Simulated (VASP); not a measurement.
Input of a VASP 6.6.1 run:

File INCAR:

```
PREC = Accurate
ENCUT = 520
EDIFF = 1E-6
ISMEAR = 0
SIGMA = 0.1
LREAL = F
LASPH = T
NELM = 150
ALGO = Normal
ISIF = 2
LWAVE = F
LCHARG = T
ISPIN = 2
MAGMOM = 0.67 0.67 0.67 0
LORBIT = 11
LMAXMIX = 4
GGA = PE
LELF = T
LVHAR = T
NBANDS = 38
```

Contents of KPOINTS:

```
Automatic mesh
0
Gamma
  4 4 4
```

Contents of POSCAR:

```
Rh3I
1.0
    4.0231592800      0.0000000000      0.0000000000
    0.0000000000      4.0231592800      0.0000000000
    0.0000000000      0.0000000000      4.0231592800
Rh I
3 1
Direct
    0.0000000000      0.5000000000      0.5000000000
    0.5000000000      0.0000000000      0.5000000000
    0.5000000000      0.5000000000      0.0000000000
    0.0000000000      0.0000000000      0.0000000000
```

Potentials or basis: VASP PAW PBE potentials, release 64 (Rh_pv, I).

Command:

```bash
$ cat potpaw_PBE.64/Rh_pv/POTCAR potpaw_PBE.64/I/POTCAR > POTCAR
$ mpirun -np 1 vasp_std > vasp.out
```

(1) What does it give for the site moments?

(2) What does it give for the pressure?

Results:

(1) Rh +0.22; I +0.04 μB.

(2) -0.2 GPa.

Caveat: the k points lie up to 0.39 Å⁻¹ apart.
